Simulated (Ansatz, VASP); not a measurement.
## CrSi8Mo3: VASP beside Ansatz

```
Cr Si Mo
1.0
     4.50967    0.00000    0.00000
     0.00000    4.50967    0.00000
     0.00000    0.00000    7.79690
Cr Si Mo
1 8 3
Direct
  0.00000 0.00000 0.50000
  0.00000 0.50000 0.66155
  0.00000 0.00000 0.17030
  0.50000 0.50000 0.16578
  0.50000 0.00000 0.66155
  0.00000 0.50000 0.33845
  0.00000 0.00000 0.82970
  0.50000 0.50000 0.83422
  0.50000 0.00000 0.33845
  0.00000 0.50000 0.00000
  0.50000 0.50000 0.50000
  0.50000 0.00000 0.00000
```

Alike in both runs: task single point; functional PBE; k mesh 6 × 6 × 4; occupations gaussian, width 0.2 eV; no spin polarisation.

```csv
,VASP,Ansatz
version,VASP 6.6.1,Ansatz 0.2.0
potentials or method,"VASP PAW PBE potentials, release 64 (Cr_pv, Si, Mo_sv), cutoff 520 eV","scalar-relativistic, plane waves, PAW"
valence electrons in the cell,86,88
```

VASP gave:

* gap on the k mesh at the Fermi level (eV): none
* pressure (GPa): 0.2
* rms of the force components (eV/Å): 0.007

Task: What did Ansatz give for the same quantities?

Result: gap on the k mesh at the Fermi level (eV): none; pressure (GPa): 0.0; rms of the force components (eV/Å): 0.009.

Atom by atom the forces differ by 0.003 eV/Å (rms over components). A gap of «none» marks a metal or a gap that the smearing closes. The functional is the same, so the differences come from potentials, cutoffs and numerics. VASP's potentials hold 86 valence electrons a cell and Ansatz's 88, so a difference there can come from the potentials and not from the codes.
